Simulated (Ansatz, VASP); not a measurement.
## Al3BSb2: VASP beside Ansatz

Contents of INCAR:

```
PREC = Accurate ; ENCUT = 560
EDIFF = 1E-7 ; ISMEAR = 0
SIGMA = 0.2 ; LREAL = F
LASPH = T ; NELM = 120
ALGO = Normal ; ISIF = 3
LWAVE = F ; LCHARG = F
GGA = PE ; IBRION = 2
NSW = 36 ; EDIFFG = -0.08
GGA_COMPAT = F ; NELMIN = 4
```

The input KPOINTS:

```
regular mesh
0
Gamma
  3 3 3
```

File POSCAR:

```
Al3BSb2
1.0
    5.7650000000     -3.3100000000      0.0000000000
    5.7650000000      3.3100000000      0.0000000000
    0.0000000000      0.0000000000      5.7200000000
Al B Sb
6 2 4
Direct
    0.4523000000      0.8369000000      0.4115000000
    0.1631000000      0.5477000000      0.4115000000
    0.8865000000      0.1135000000      0.3470000000
    0.8369000000      0.4523000000      0.9115000000
    0.5477000000      0.1631000000      0.9115000000
    0.1135000000      0.8865000000      0.8470000000
    0.1700000000      0.8300000000      0.4900000000
    0.8300000000      0.1700000000      0.9900000000
    0.5180000000      0.8280000000      0.0000000000
    0.1720000000      0.4820000000      0.0000000000
    0.4820000000      0.1720000000      0.5000000000
    0.8280000000      0.5180000000      0.5000000000
```

Input for Ansatz:

```yaml
crystal:
  lattice:
    - [5.765, -3.31, 0.0]
    - [5.765, 3.31, 0.0]
    - [0.0, 0.0, 5.72]
  atoms:
    - { symbol: Al, position: [0.4523, 0.8369, 0.4115] }
    - { symbol: Al, position: [0.1631, 0.5477, 0.4115] }
    - { symbol: Al, position: [0.8865, 0.1135, 0.347] }
    - { symbol: Al, position: [0.8369, 0.4523, 0.9115] }
    - { symbol: Al, position: [0.5477, 0.1631, 0.9115] }
    - { symbol: Al, position: [0.1135, 0.8865, 0.847] }
    - { symbol: B, position: [0.17, 0.83, 0.49] }
    - { symbol: B, position: [0.83, 0.17, 0.99] }
    - { symbol: Sb, position: [0.518, 0.828, 0.0] }
    - { symbol: Sb, position: [0.172, 0.482, 0.0] }
    - { symbol: Sb, position: [0.482, 0.172, 0.5] }
    - { symbol: Sb, position: [0.828, 0.518, 0.5] }
basis:
  ecutwfc: 420
kpoints:
  mp_grid: { grid: [3, 3, 3] }
hamiltonian:
  xc: pbe
scf:
  occupations: { method: gaussian, width: 0.2 }
  lower_state_search: "off"
output:
  forces: true
  stress: true
  eigenvalues: true
relax:
  adjacent_minimum: "off"
  f_tol: 0.08
  max_steps: 16
  cell: { stress_tol: 0.8 }
```

Alike in both runs: task relaxation of cell and atoms; functional PBE; k mesh 3 × 3 × 3; occupations gaussian, width 0.2 eV; no spin polarisation.

|  | VASP | Ansatz |
| --- | --- | --- |
| version | VASP 6.6.1 | Ansatz 0.2.0 |
| potentials or method | VASP PAW PBE potentials, release 64 (Al, B, Sb_d_GW), cutoff 560 eV | scalar-relativistic, plane waves, PAW |
| valence electrons in the cell | 84 | 84 |

Ansatz gave:

| Property | Result |
| --- | --- |
| gap on the k mesh at the Fermi level, each at its own relaxed structure (eV) | none |
| relaxed volume (Å³/atom) | 23.65 |
| relaxed length of the cell vector where the two differ most in proportion (Å) | 7.154 |

Q: Estimate VASP's values.

A: gap on the k mesh at the Fermi level, each at its own relaxed structure (eV): none; relaxed volume (Å³/atom): 23.78; relaxed length of the cell vector where the two differ most in proportion (Å): 7.245.

A gap of «none» marks a metal or a gap that the smearing closes.

The k mesh is coarse, so the values compare programs but aren't converged. Spin-orbit coupling is off throughout. Noted on VASP's run: the volume moved by over 15 % at a fixed basis, so the end points are rough.
